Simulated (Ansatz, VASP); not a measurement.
# EuO: VASP beside Ansatz

```
Eu O
1.0
     0.00000    2.57195    2.57195
     2.57195    0.00000    2.57195
     2.57195    2.57195    0.00000
Eu O
1 1
Direct
  0.50000 0.50000 0.50000
  0.00000 0.00000 0.00000
```

Alike in both runs: task single point; functional LDA; k mesh 6 × 6 × 6; occupations gaussian, width 0.05 eV; collinear spin; Hubbard terms Eu f U = 7.0 eV.

|  | VASP | Ansatz |
| --- | --- | --- |
| version | VASP 6.6.1 | Ansatz 0.2.0 |
| potentials or method | VASP PAW PBE potentials, release 64 (Eu, O), cutoff 600 eV | scalar-relativistic, plane waves, PAW |
| valence electrons in the cell | 23 | 23 |

|  | VASP | Ansatz | Ansatz less VASP |
| --- | --- | --- | --- |
| gap on the k mesh at the Fermi level (eV) | 0.12 | 0.47 | +0.351 |
| least direct gap on the mesh (eV) | 0.30 | 0.73 | +0.427 |
| pressure (GPa) | -6.4 | -6.2 | +0.17 |
| net moment per atom (μB) | 3.50 | 3.50 | 0.000 |
| size of the moment on the site where the two differ most (μB) | 0.08 | 0.07 | -0.007 |

VASP's potentials were made for PBE, not for LDA. LDA's correlation is that of Perdew and Zunger in VASP and of Perdew and Wang (1992) in Ansatz. Site moments also hang on the region over which each program counts them. The programs project onto different local orbitals, so the same U acts differently, and such runs can settle in different states. Ansatz's warnings: stability check not made.

Neither program's run includes spin-orbit coupling.
